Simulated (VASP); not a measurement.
Set up this calculation in VASP 6.6.1, as the native input.

* Task: single point
* Functional: PBEsol
* Potentials or basis: VASP PAW PBE potentials, release 64 (Si)
* Cutoff: 520 eV
* k mesh: 10 × 10 × 10
* Occupations: gaussian, width 0.03 eV
* Spin: no spin polarisation
* Dipole correction: no
* Further INCAR settings: ALGO = Normal; EDIFF = 1e-06; NBANDS = 16

The structure of Si lies in POSCAR:

```
Si
1.0
   -3.8205160559      3.8205160559      1.9186812134
    3.8205160559     -3.8205160559      1.9186812134
    3.8205160559      3.8205160559     -1.9186812134
Si
4
Direct
    0.1787304307      0.1787304307      0.3574608614
    0.8212695693      0.8212695693      0.6425391386
    0.1787304307      0.8212695693      0.0000000000
    0.8212695693      0.1787304307      0.0000000000
```

One way to write it, as run:

INCAR

```
SYSTEM = Si
PREC = Accurate
ENCUT = 520
EDIFF = 1E-6
ISMEAR = 0
SIGMA = 0.03
LREAL = .FALSE.
LASPH = .TRUE.
NELM = 60
ALGO = Normal
ISIF = 2
LWAVE = .FALSE.
LCHARG = .FALSE.
GGA = PS
NBANDS = 16
```

KPOINTS

```
regular mesh
0
G
  10 10 10
  0 0 0
```

Potentials or basis: VASP PAW PBE potentials, release 64 (Si).

The run is started by

```console
$ cat potpaw_PBE.64/Si/POTCAR > POTCAR
$ mpirun -np 1 vasp_std > vasp.out
```

Results of the run:

```json
{
  "Pressure": "-11.8 GPa",
  "Largest force": "0.431 eV/Å",
  "Band gap on the k mesh": "zero (bands 8 and 9 overlap by 0.18 eV)"
}
```

Caveat: the stress differs along the axes, from -16 to -4 GPa; semilocal functionals underestimate gaps, and a narrow one can read as zero; the PAW data sets were made with another functional, which shifts forces and pressure a little.

Wall time 3.4 min on 1 thread of AMD EPYC 9R45 96-Core Processor (Zen 5), on a shared host, peak memory 0.34 GiB.
